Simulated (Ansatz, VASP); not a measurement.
**InSb: VASP beside Ansatz**

```
CELL_PARAMETERS angstrom
0.00000 3.26050 3.26050
3.26050 0.00000 3.26050
3.26050 3.26050 0.00000
ATOMIC_POSITIONS crystal
In 0.00000 0.00000 0.00000
Sb 0.75000 0.75000 0.75000
```

Alike in both runs: functional PBEsol; k mesh 8 × 8 × 8; occupations fermi-dirac, width 0.1 eV; no spin polarisation.

Ansatz relaxed the structure, and its values are those at the end. VASP's run is a single point on that final structure, the one shown.

|  | VASP | Ansatz |
| --- | --- | --- |
| version | VASP 6.6.1 | Ansatz 0.2.0 |
| potentials or method | VASP PAW PBE potentials, release 64 (In_d, Sb) | PAW with Ansatz's default frozen-core files, scalar-relativistic |
| plane-wave cutoff (eV) | 520 | 420 |
| valence electrons in the cell | 18 | 28 |

|  | VASP | Ansatz | Ansatz less VASP |
| --- | --- | --- | --- |
| pressure (GPa) | 0.0 | 0.0 | -0.01 |

VASP's potentials were made for PBE, not for PBEsol. VASP's potentials hold 18 valence electrons a cell and Ansatz's 28, so a difference there can come from the potentials and not from the codes.

Neither program's run includes spin-orbit coupling.
